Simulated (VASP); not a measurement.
Write the native input for VASP 6.6.1 that does the following.

- Task: single point
- Functional: r2SCAN
- Potentials or basis: VASP PAW PBE potentials, release 64 (V_sv)
- Cutoff: 520 eV
- k mesh: 6 × 6 × 4
- Occupations: gaussian, width 0.1 eV
- Spin: collinear spin, ferromagnetic start
- Starting moments: [2.0, 2.0, 2.0, 2.0] μB
- Dipole correction: no
- Further INCAR settings: ALGO = Normal; EDIFF = 1e-07; NBANDS = 38

Crystal: V.

```
CELL_PARAMETERS angstrom
3.40575 0.00000 0.00000
-1.70288 2.94947 0.00000
0.00000 0.00000 5.61949
ATOMIC_POSITIONS crystal
V 0.33333 0.66667 0.43750
V 0.66667 0.33333 0.93750
V 0.66667 0.33333 0.56250
V 0.33333 0.66667 0.06250
```

These files were run (other wordings do the same):

POSCAR

```
V
1.0
    3.4057518926      0.0000000000      0.0000000000
   -1.7028759463      2.9494676580      0.0000000000
    0.0000000000      0.0000000000      5.6194906228
V
4
Direct
    0.3333333333      0.6666666667      0.4375000000
    0.6666666667      0.3333333333      0.9375000000
    0.6666666667      0.3333333333      0.5625000000
    0.3333333333      0.6666666667      0.0625000000
```

INCAR.step1

```
SYSTEM = V
PREC     = Accurate       ! precision mode
ENCUT    = 520            ! plane-wave cutoff, eV
ISMEAR   = 0              ! smearing method
SIGMA    = 0.1            ! smearing width, eV
LREAL    = .FALSE.        ! projectors in reciprocal space
LASPH    = .TRUE.         ! aspherical terms in the spheres
NELM     = 150            ! most SCF steps
ISPIN    = 2              ! spin polarisation
MAGMOM   = 2 2 2 2        ! initial moments
LMAXMIX  = 4              ! l up to which the mixer works
NBANDS   = 38             ! bands
GGA      = PE             ! functional
ALGO     = Normal         ! electronic algorithm
EDIFF    = 1E-4           ! SCF threshold, eV
LWAVE    = .TRUE.         ! write WAVECAR
LCHARG   = .FALSE.        ! write CHGCAR
```

INCAR.step2

```
SYSTEM = V
PREC     = Accurate       ! precision mode
ENCUT    = 520            ! plane-wave cutoff, eV
EDIFF    = 1E-7           ! SCF threshold, eV
ISMEAR   = 0              ! smearing method
SIGMA    = 0.1            ! smearing width, eV
LREAL    = .FALSE.        ! projectors in reciprocal space
LASPH    = .TRUE.         ! aspherical terms in the spheres
NELM     = 150            ! most SCF steps
ALGO     = Normal         ! electronic algorithm
ISIF     = 2              ! what is computed and relaxed
LWAVE    = .FALSE.        ! write WAVECAR
LCHARG   = .FALSE.        ! write CHGCAR
ISPIN    = 2              ! spin polarisation
MAGMOM   = 2 2 2 2        ! initial moments
LORBIT   = 11             ! projections on sites
LMAXMIX  = 4              ! l up to which the mixer works
METAGGA  = R2SCAN         ! meta-GGA
LMIXTAU  = .TRUE.       
NBANDS   = 38             ! bands
ISTART   = 1
```

KPOINTS

```
regular mesh
0
G
  6 6 4
  0 0 0
```

Potentials or basis: VASP PAW PBE potentials, release 64 (V_sv).

The run is started by

```sh
$ cat potpaw_PBE.64/V_sv/POTCAR > POTCAR
$ cp INCAR.step1 INCAR
$ mpirun -np 1 vasp_std > vasp.out
$ cp INCAR.step2 INCAR
$ mpirun -np 1 vasp_std > vasp.out
```

It gave:

| Property | Result |
| --- | --- |
| Pressure | 25.3 GPa |
| Largest force | 0.816 eV/Å |
| Band gap on the k mesh | zero (filled and empty bands overlap) |
| Net moment | 0.00 μB per cell |
| Valence electrons inside the program's atomic spheres | V 12.26 |

Caveat: the PAW data sets were made with another functional, which shifts forces and pressure a little.

Run time: 4.5 min on 1 thread of AMD EPYC 9R45 96-Core Processor (Zen 5), on a shared host, peak memory 0.22 GiB.
